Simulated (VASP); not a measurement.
Set up this calculation in VASP 6.6.1, as the native input.

```yaml
Task: single point
Functional: PBE
Potentials_or_basis: VASP PAW PBE potentials, release 64 (Rh_pv)
Cutoff: 520 eV
k_mesh: 10 × 10 × 10
Occupations: methfessel-paxton, width 0.1 eV
Spin: no spin polarisation
Further_INCAR_settings: ALGO = Normal; EDIFF = 1e-07
```

The structure of Rh lies in POSCAR:

```
Rh
1.0
    0.0000000000      1.8978500000      1.8978500000
    1.8978500000      0.0000000000      1.8978500000
    1.8978500000      1.8978500000      0.0000000000
Rh
1
Direct
    0.0000000000      0.0000000000      0.0000000000
```

One way to write it, as run:

INCAR

```
PREC = Accurate ; ENCUT = 520
EDIFF = 1E-7 ; ISMEAR = 1
SIGMA = 0.1 ; LREAL = F
LASPH = T ; ALGO = Normal
NELM = 100 ; ISIF = 2
LWAVE = F ; LCHARG = F
```

KPOINTS

```
k-points
0
Gamma
  10 10 10
```

Potentials or basis: VASP PAW PBE potentials, release 64 (Rh_pv).

Launch:

```console
$ cat potpaw_PBE.64/Rh_pv/POTCAR > POTCAR
$ mpirun -np 1 vasp_std > vasp.out
```

It gave:

```
Pressure               : 7.4 GPa
Band gap on the k mesh : zero (an odd number of electrons rules out a gap without spin polarisation)
```

Caveat: the cell stands under pressure.

Run time: 4.5 s on 1 thread of AMD EPYC 9R45 96-Core Processor (Zen 5), on a shared host, peak memory 0.1 GiB.
